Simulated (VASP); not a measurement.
# GaAs (F-43m) in VASP: settings compared, part 2 of 2

VASP 6.6.1.

## 5. Relaxation of cell and atoms, RPBE

This run uses another cell than the first one: it holds 2 atoms, not 32.

INCAR reads:

```
PREC = Accurate
ENCUT = 500
EDIFF = 1E-7
ISMEAR = 0
SIGMA = 0.01
LREAL = F
LASPH = T
NELM = 120
ALGO = Normal
ISIF = 3
LWAVE = F
LCHARG = F
GGA = RP
IBRION = 2
NSW = 100
EDIFFG = -0.005
GGA_COMPAT = F
NELMIN = 4
```

KPOINTS reads:

```
Automatic mesh
0
Gamma
  10 10 10
```

POSCAR reads:

```
GaAs
1.0
    0.0000000000      2.8750910500      2.8750910500
    2.8750910500      0.0000000000      2.8750910500
    2.8750910500      2.8750910500      0.0000000000
Ga As
1 1
Direct
    0.0000000000      0.0000000000      0.0000000000
    0.7500000000      0.7500000000      0.7500000000
```

Potentials or basis: VASP PAW PBE potentials, release 64 (Ga_d, As).

Launch:

```sh
> cat potpaw_PBE.64/Ga_d/POTCAR potpaw_PBE.64/As/POTCAR > POTCAR
> mpirun -np 1 vasp_std > vasp.out
```

OUTCAR:

```text
PREC = Accurate
   ENCUT = 500
   EDIFF = 1E-7
   ISMEAR = 0
   LREAL = F
   LASPH = T
   NELM = 120
   ISIF = 3
   GGA = RP
   IBRION = 2
   NSW = 100
   EDIFFG = -0.005
   NELMIN = 4

 ion  position               nearest neighbor table
   1  0.000  0.000  0.000-   2 2.49   2 2.49   2 2.49   2 2.49
   2  0.750  0.750  0.750-   1 2.49   1 2.49   1 2.49   1 2.49

  LATTYP: Found a face centered cubic cell.
 ALAT       =     5.7501821000

  Lattice vectors:

 A1 = (   0.0000000000,   2.8750910500,   2.8750910500)
 A2 = (   2.8750910500,   0.0000000000,   2.8750910500)
 A3 = (   2.8750910500,   2.8750910500,   0.0000000000)

Analysis of symmetry for initial positions (statically):
=====================================================================
 Subroutine PRICEL returns:
 Original cell was already a primitive cell.

 Routine SETGRP: Setting up the symmetry group for a
 face centered cubic supercell.

 Subroutine GETGRP returns: Found 24 space group operations
 (whereof 24 operations were pure point group operations)
 out of a pool of 48 trial point group operations.

The static configuration has the point symmetry T_d .

Analysis of symmetry for dynamics (positions and initial velocities):
=====================================================================
 Subroutine PRICEL returns:
 Original cell was already a primitive cell.

 Routine SETGRP: Setting up the symmetry group for a
 face centered cubic supercell.

 Subroutine GETGRP returns: Found 24 space group operations
 (whereof 24 operations were pure point group operations)
 out of a pool of 48 trial point group operations.

The dynamic configuration has the point symmetry T_d .

 Subroutine INISYM returns: Found 24 space group operations
 (whereof 24 operations are pure point group operations),
 and found     1 'primitive' translations

[... 135 lines left out ...]

 number of electron      17.9999988 magnetization

 Free energy of the ion-electron system (eV)
  ---------------------------------------------------
  ext. energy  EPLUGINS =         0.00000000
  ---------------------------------------------------
  free energy    TOTEN  =        -7.59227080 eV

  energy without entropy =       -7.59227080  energy(sigma->0) =       -7.59227080

------------------------ aborting loop because EDIFF is reached ----------------------------------------

  FORCE on cell =-STRESS in cart. coord.  units (eV):
  Direction    XX          YY          ZZ          XY          YZ          ZX
  --------------------------------------------------------------------------------------
  -------------------------------------------------------------------------------------
  Total        0.5280523      0.5280523      0.5280523      0.0000000      0.0000000     -0.0000000
  in kB       17.7992908     17.7992908     17.7992908      0.0000000      0.0000000     -0.0000000
  external PRESSURE =      17.7992908 kB  Pullay stress =       0.0000000 kB
[... 59 lines left out ...]
--------------------------------------- Ionic step        3  -------------------------------------------

 number of electron      18.0000011 magnetization

 Free energy of the ion-electron system (eV)
  ---------------------------------------------------
  ext. energy  EPLUGINS =         0.00000000
  ---------------------------------------------------
  free energy    TOTEN  =        -7.59998412 eV

  energy without entropy =       -7.59998410  energy(sigma->0) =       -7.59998411

 E-fermi :   3.3401     XC(G=0):  -9.0469

 val. band max:        3.3128317623   @ k =   0.0000   0.0000   0.0000
 cond. band min:       3.3654003730   @ k =   0.0000   0.0000   0.0000
 fundamental gap:      0.0525686106
 Fermi energy:         3.3400976513

 k-point     1 :       0.0000    0.0000    0.0000
  band No.  band energies     occupation
      1     -11.3686      2.00000
      2     -11.3686      2.00000
      3     -11.3686      2.00000
      4     -11.3076      2.00000
      5     -11.3076      2.00000
      6      -8.8225      2.00000
      7       3.3128      1.99988
      8       3.3128      1.99988
      9       3.3128      1.99988
     10       3.3654      0.00035
     11       7.0471      0.00000
     12       7.0471      0.00000
     13       7.0471      0.00000
[... 354 lines left out ...]
  band No.  band energies     occupation
      1     -11.4350      2.00000
      2     -11.3414      2.00000
      3     -11.3404      2.00000
      4     -11.3199      2.00000
      5     -11.3002      2.00000
      6      -7.3020      2.00000
      7      -2.1052      2.00000
      8       1.0136      2.00000
      9       1.3080      2.00000
     10       5.3009      0.00000
     11       6.1990      0.00000
     12      10.3287      0.00000
     13      10.9173      0.00000

 [... further k-points ...]

------------------------ aborting loop because EDIFF is reached ----------------------------------------

  FORCE on cell =-STRESS in cart. coord.  units (eV):
  Direction    XX          YY          ZZ          XY          YZ          ZX
  --------------------------------------------------------------------------------------
  -------------------------------------------------------------------------------------
  Total       -0.0065126     -0.0065126     -0.0065126      0.0000000      0.0000000      0.0000000
  in kB       -0.2130332     -0.2130332     -0.2130332      0.0000000      0.0000000      0.0000000
  external PRESSURE =      -0.2130332 kB  Pullay stress =       0.0000000 kB
[... 17 lines left out ...]
  FREE ENERGIE OF THE ION-ELECTRON SYSTEM (eV)
  ---------------------------------------------------
  free  energy   TOTEN  =        -7.5999841205 eV

  energy  without entropy=       -7.5999841012  energy(sigma->0) =       -7.59998411

 reached required accuracy - stopping structural energy minimisation
```

It took 75 s on 1 thread of AMD EPYC 7R43 (Zen 3), shared host; peak memory 0.16 GiB.

Results:

- Free energy: -7.6000 eV
- Relaxed volume: 24.49 Å³/atom
- Relaxed cell: a = 4.107 Å, b = 4.107 Å, c = 4.107 Å, α = 60.00°, β = 60.00°, γ = 60.00°
- Space group after relaxing (to 0.1 Å): F-43m (No. 216)
- Energy gained by relaxing: 3.9 meV/atom
- Ionic steps: 3
- Pressure after relaxing: 0.0 GPa
- Band gap on the k mesh: 0.05 eV

The path:
```csv
step,energy change (eV),largest force (eV/Å),pressure (GPa),volume (Å³)
1,0.0000,0.0000,1.78,47.53
2,-0.0072,0.0000,-0.39,49.37
3,-0.0077,0.0000,-0.02,48.98
```

Final structure:
```
Ga As
1.0
     0.00000    2.90400    2.90400
     2.90400    0.00000    2.90400
     2.90400    2.90400    0.00000
Ga As
1 1
Cartesian
  0.0000 0.0000 0.0000
  4.3560 4.3560 4.3560
```

Caveat: the PAW data sets were made with another functional, which shifts forces and pressure a little.

## 6. The runs side by side

| task | level | cell | k mesh | smearing | gap on the mesh (eV) | pressure (GPa) |
| --- | --- | --- | --- | --- | --- | --- |
| single point | PBEsol | a = 9.800 Å, angles 109.5°, 32 atoms, atomic positions A | 3 × 3 × 3 | gaussian 0.02 eV | 0.44 | 0.2 |
| single point | PBEsol | a = 4.001 Å, angles 60.0°, 2 atoms, atomic positions B | 10 × 10 × 10 | gaussian 0.02 eV | 0.44 | 0.2 |
| single point | RPBE | a = 4.103 Å, angles 60.0°, 2 atoms, atomic positions B | 10 × 10 × 10 | gaussian 0.01 eV | 0.07 | 0.1 |
| relaxation of cell and atoms | RPBE | relaxed from a = 4.066 Å, angles 60.0°, 2 atoms, atomic positions B | 10 × 10 × 10 | gaussian 0.01 eV | 0.05 | 0.0 |

Alike in all rows: potentials or basis VASP PAW PBE potentials, release 64 (Ga_d, As); no spin polarisation; cutoff (eV) 500.

Caveats: the PAW data sets were made with another functional, which shifts forces and pressure a little.

Total energies depend on the potentials used, so only differences within one code and one set of settings carry meaning.
